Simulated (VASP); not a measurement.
Here is a VASP 6.6.1 calculation.

INCAR

```
PREC = Accurate
ENCUT = 520
EDIFF = 1E-6
ISMEAR = -1
SIGMA = 0.05
LREAL = F
LASPH = T
NELM = 60
ALGO = Normal
ISIF = 2
LWAVE = F
LCHARG = F
GGA = PE
NBANDS = 21
```

The input KPOINTS:

```
Automatic mesh
0
Gamma
  11 11 11
```

Contents of POSCAR:

```
Ge
1.0
   -2.4958980000      2.6508630000      1.4369470000
    2.4958980000     -2.6508630000      1.4369470000
    2.4958980000      2.6508630000     -1.4369470000
Ge
2
Direct
    0.3140570000      0.0640570000      0.2500000000
    0.6859430000      0.9359430000      0.7500000000
```

Potentials or basis: VASP PAW PBE potentials, release 64 (Ge_d).

Run with:

```sh
$ cat potpaw_PBE.64/Ge_d/POTCAR > POTCAR
$ mpirun -np 1 vasp_std > vasp.out
```

(1) Estimate the largest force.

(2) What does it give for the band gap on the k mesh?

## Answers

(1) 0.057 eV/Å.

(2) zero (band 14 reaches 8.62 eV, above the bottom of band 15 at 3.41 eV).
